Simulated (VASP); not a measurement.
## TaN: vibrations by perturbation theory with PBE

The system is TaN.

```
CELL_PARAMETERS angstrom
0.00000 2.19022 2.19022
2.19022 0.00000 2.19022
2.19022 2.19022 0.00000
ATOMIC_POSITIONS crystal
Ta 0.50000 0.50000 0.50000
N 0.00000 0.00000 0.00000
```

```yaml
Program: VASP 6.6.1
Task: vibrations by perturbation theory
Functional: PBE
Potentials_or_basis: VASP PAW PBE potentials, release 64 (Ta_pv, N)
Cutoff: 520 eV
k_mesh: 16 × 16 × 16
Occupations: fermi-dirac, width 0.15 eV
Spin: no spin polarisation
Dipole_correction: no
Further_INCAR_settings: ALGO = Normal; EDIFF = 1e-08; NBANDS = 15; IBRION = 8; NSW = 1
```

- Highest phonon frequency at Γ: 416 cm⁻¹

Phonon frequencies in cm⁻¹ (negative: imaginary):
| q point | frequencies |
| --- | --- |
| (0.000, 0.000, 0.000) | 0 0 0 416 416 416 |

It took 2.8 min on 1 thread of Intel(R) Xeon(R) Platinum 8488C (Sapphire Rapids) (shared host), peak memory 0.38 GiB.

Caveat: the cell stands under pressure or tension, which shifts response properties.
